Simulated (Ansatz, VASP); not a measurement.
One calculation of Zr3Si2, two programs

```
Zr Si
1.0
     7.13623    0.00000    0.00000
     0.00000    7.06558    0.00000
     0.00000    0.00000    3.64449
Zr Si
6 4
Direct
  0.17448 0.67448 0.50000
  0.82552 0.32552 0.50000
  0.32552 0.17448 0.50000
  0.67448 0.82552 0.50000
  0.00000 0.00000 0.00000
  0.50000 0.50000 0.00000
  0.62239 0.12239 0.00000
  0.37761 0.87761 0.00000
  0.87761 0.62239 0.00000
  0.12239 0.37761 0.00000
```

Change from the starting cell: strain +0.0100 x Voigt [1, 0, 0, 0, 0, 0], atoms carried along.

Alike in both runs: task single point; functional PBEsol; k mesh 6 × 6 × 12; occupations gaussian, width 0.15 eV; no spin polarisation.

```csv
,VASP,Ansatz
version,VASP 6.6.1,Ansatz 0.2.0
potentials or method,"VASP PAW PBE potentials, release 64 (Zr_sv, Si), cutoff 520 eV","scalar-relativistic, plane waves, PAW"
valence electrons in the cell,88,88
```

|  | VASP | Ansatz | Ansatz less VASP |
| --- | --- | --- | --- |
| gap on the k mesh at the Fermi level (eV) | none | none | - |
| pressure (GPa) | -1.2 | -1.4 | -0.17 |
| traceless stress, the component that is largest in VASP (GPa) | -1.51 | -1.51 | -0.002 |
| rms of the force components (eV/Å) | 0.016 | 0.016 | +0.0002 |

VASP's potentials were made for PBE, not for PBEsol. Atom by atom the forces differ by 0.002 eV/Å (rms over components). A gap of «none» marks a metal or a gap that the smearing closes.
